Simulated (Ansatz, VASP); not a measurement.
Sb: VASP beside Ansatz

File INCAR:

```
SYSTEM = Sb
  ALGO = Normal
  EDIFF = 1E-8
  ENCUT = 400
  GGA = PS
  GGA_COMPAT = .FALSE.
  ISIF = 2
  ISMEAR = -1
  LASPH = .TRUE.
  LCHARG = .FALSE.
  LEFG = .TRUE.
  LREAL = .FALSE.
  LWAVE = .FALSE.
  NBANDS = 12
  NELM = 120
  PREC = Accurate
  SIGMA = 0.05
```

File KPOINTS:

```
k-points
0
G
  9 9 9
  0 0 0
```

The input POSCAR:

```
Sb
1.0
    2.1215346023      1.2248685738      3.6933992025
   -2.1215346023      1.2248685738      3.6933992025
    0.0000000000     -2.4497371474      3.6933992025
Sb
2
Direct
    0.2336400000      0.2336400000      0.2336400000
    0.7663600000      0.7663600000      0.7663600000
```

Input for Ansatz:

```yaml
crystal:
  lattice:
    - [2.1215346023, 1.2248685738, 3.6933992025]
    - [-2.1215346023, 1.2248685738, 3.6933992025]
    - [0.0, -2.4497371474, 3.6933992025]
  atoms:
    - { symbol: Sb, position: [0.23364, 0.23364, 0.23364] }
    - { symbol: Sb, position: [0.76636, 0.76636, 0.76636] }
kpoints:
  mp_grid: { grid: [9, 9, 9] }
scf:
  occupations: { method: fermi_dirac, width: 0.05 }
hamiltonian:
  xc: pbesol
  pseudopotentials: { kind: paw }
output:
  forces: true
  stress: true
  eigenvalues: true
  efg: { contact_densities: true }
```

Change from the starting cell: volume scaled by 0.96, PAW files.

Alike in both runs: task electric field gradients; functional PBEsol; k mesh 9 × 9 × 9; occupations fermi-dirac, width 0.05 eV; no spin polarisation.

```csv
,VASP,Ansatz
version,VASP 6.6.1,Ansatz 0.2.0
potentials or method,"VASP PAW PBE potentials, release 64 (Sb)","PAW with Ansatz's default frozen-core files, scalar-relativistic"
plane-wave cutoff (eV),400,420
valence electrons in the cell,10,30
```

```tsv
	VASP	Ansatz	Ansatz less VASP
pressure (GPa)	3.3	3.1	-0.25
traceless stress, the component that is largest in VASP (GPa)	-0.71	-0.64	+0.067
rms of the force components (eV/Å)	0.253	0.214	-0.0392
size of Vzz on the site where it differs most (V/Å²)	43.2	47.5	+4.30
```

VASP's potentials were made for PBE, not for PBEsol. Atom by atom the forces differ by 0.039 eV/Å (rms over components). VASP's potentials hold 10 valence electrons a cell and Ansatz's 30, so a difference there can come from the potentials and not from the codes.

Spin-orbit coupling is off throughout.
